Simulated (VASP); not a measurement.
The system is Al7GaP8.

```xyz
64
Lattice="10.9324 0.0000 0.0000 0.0000 10.9324 0.0000 0.0000 0.0000 10.9324" Properties=species:S:1:pos:R:3 pbc="T T T"
Al   10.9125   10.9298   10.9171
Al    0.0030   10.9324    5.4767
Al   10.9292    5.4423    0.0028
Al   10.9298    5.4756    5.4552
Al    5.4461   10.9081    5.4759
Al    5.4607    5.4879   10.9252
Al    5.4473    5.4864    5.4537
Al    2.7365    2.7281    0.0074
Al    2.7548    2.7408    5.4648
Al    2.7786    8.2174    0.0025
Al    2.7350    8.1626    5.4686
Al    8.2121    2.7412    5.4269
Al    8.2185    8.2145    0.0416
Al    8.2524    8.2041    5.4821
Al    2.7250    0.0237    2.7243
Al    2.7057   10.8968    8.2044
Al    2.7440    5.4703    2.7459
Al    2.6965    5.4413    8.2085
Al    8.1768    0.0071    8.1892
Al    8.2019    5.4301    2.7352
Al    8.1483    5.4856    8.1796
Al    0.0151    2.6970    2.7375
Al   10.9180    2.7418    8.1699
Al    0.0181    8.1690    2.7283
Al    0.0179    8.2190    8.2127
Al    5.4593    2.7337    8.2109
Al    5.4903    8.1796    2.7211
Al    5.4471    8.1850    8.2037
Ga    5.4340    0.0190    0.0007
Ga    8.1972    2.7497   10.9287
Ga    8.2174   10.8999    2.7105
Ga    5.4760    2.7304    2.7270
P     1.4010    1.3526    1.3651
P     1.3951    1.3699    6.7931
P     1.3425    6.8580    1.3517
P     1.3421    6.8261    6.8761
P     6.8390    1.3750    1.3871
P     6.8718    1.3906    6.8526
P     6.8270    6.8376    1.3422
P     6.8070    6.8413    6.8529
P     4.0998    4.0747    1.3862
P     4.0791    4.1110    6.8098
P     4.1079    9.5833    1.4181
P     4.0834    9.5644    6.8484
P     9.5229    4.0969    1.3455
P     9.5445    4.1051    6.8308
P     9.5361    9.5877    1.3697
P     9.5659    9.5608    6.8456
P     4.0813    1.3575    4.1380
P     4.0863    1.3557    9.5749
P     4.0881    6.8109    4.1144
P     4.0940    6.8441    9.5623
P     9.5709    1.3724    4.0967
P     9.5638    1.3725    9.5908
P     9.5715    6.8280    4.0801
P     9.5641    6.8510    9.5590
P     1.3960    4.1032    4.1169
P     1.3849    4.0913    9.5429
P     1.3651    9.5523    4.0946
P     1.3984    9.5841    9.5641
P     6.8186    4.0667    4.0571
P     6.7990    4.0563    9.5507
P     6.8332    9.5822    4.0884
P     6.8637    9.5377    9.5727
```

* Program: VASP 6.6.1
* Task: relaxation of volume and atoms at fixed shape
* Functional: PBEsol
* Potentials or basis: VASP PAW PBE potentials, release 64 (Al, Ga_d, P)
* Cutoff: 500 eV
* k mesh: 1 × 1 × 1, shifted
* Occupations: fermi-dirac, width 0.05 eV
* Spin: no spin polarisation

At the start: pressure 0.1 GPa; volume 20.42 Å³/atom.

Where does the relaxation end?

Over 12 steps the energy falls by 6.8 meV/atom; space group P1 (No. 1, to 0.1 Å) before, P-43m (No. 215, to 0.1 Å).

The path:
```csv
step,energy change (eV),largest force (eV/Å),pressure (GPa),volume (Å³)
1,0.0000,0.7981,0.15,1306.62
2,-0.3839,0.2115,-0.19,1310.12
3,-0.3895,0.1637,-0.22,1310.60
4,-0.4100,0.0954,0.13,1305.27
5,-0.4108,0.0803,0.22,1303.95
6,-0.4202,0.0667,-0.01,1307.25
7,-0.4209,0.0750,-0.08,1308.40
8,-0.4263,0.0504,-0.03,1307.61
9,-0.4280,0.0574,0.02,1306.84
10,-0.4314,0.0365,0.01,1306.86
11,-0.4319,0.0378,0.01,1306.86
12,-0.4334,0.0226,-0.02,1307.27
```

Final structure:
```
Al Ga P
1.0
    10.93423    0.00000    0.00000
     0.00000   10.93423    0.00000
     0.00000    0.00000   10.93423
Al Ga P
28 4 32
Direct
  0.99950 0.00023 0.00037
  0.99978 0.99966 0.49988
  0.99980 0.49967 0.99962
  0.99966 0.49989 0.49995
  0.50004 0.99973 0.49950
  0.49993 0.49928 0.00027
  0.49986 0.49972 0.49986
  0.24997 0.24920 0.99978
  0.25004 0.24995 0.49971
  0.25015 0.75014 0.00010
  0.24995 0.74969 0.50009
  0.74939 0.24946 0.49974
  0.74937 0.75012 0.00010
  0.75031 0.75010 0.50001
  0.25034 0.99959 0.25000
  0.24981 0.99980 0.75008
  0.25007 0.49952 0.24979
  0.24967 0.49993 0.75020
  0.74944 0.99995 0.75029
  0.74968 0.49958 0.24967
  0.74949 0.49968 0.75005
  0.99970 0.24973 0.24972
  0.99912 0.24986 0.74986
  0.99962 0.74987 0.24968
  0.99981 0.74972 0.75033
  0.50000 0.24950 0.75012
  0.50038 0.75008 0.25011
  0.49963 0.74990 0.75014
  0.50057 0.00034 0.00064
  0.74971 0.24984 0.00028
  0.74991 0.00047 0.24979
  0.50029 0.24945 0.24971
  0.12523 0.12472 0.12537
  0.12481 0.12516 0.62497
  0.12500 0.62480 0.12494
  0.12471 0.62488 0.62514
  0.62513 0.12496 0.12489
  0.62479 0.12463 0.62491
  0.62485 0.62481 0.12509
  0.62499 0.62521 0.62500
  0.37505 0.37393 0.12503
  0.37495 0.37497 0.62534
  0.37571 0.87508 0.12494
  0.37496 0.87502 0.62495
  0.87474 0.37469 0.12472
  0.87446 0.37496 0.62473
  0.87426 0.87528 0.12516
  0.87504 0.87509 0.62562
  0.37532 0.12501 0.37455
  0.37535 0.12432 0.87528
  0.37505 0.62495 0.37489
  0.37506 0.62473 0.87535
  0.87477 0.12489 0.37490
  0.87416 0.12506 0.87539
  0.87491 0.62480 0.37488
  0.87450 0.62488 0.87515
  0.12475 0.37502 0.37503
  0.12483 0.37452 0.87490
  0.12501 0.87469 0.37502
  0.12469 0.87513 0.87541
  0.62478 0.37459 0.37471
  0.62501 0.37428 0.87539
  0.62565 0.87526 0.37466
  0.62434 0.87516 0.87532
```

Caveat: the PAW data sets were made with another functional, which shifts forces and pressure a little; a shifted mesh leaves out Γ, where band edges can lie.
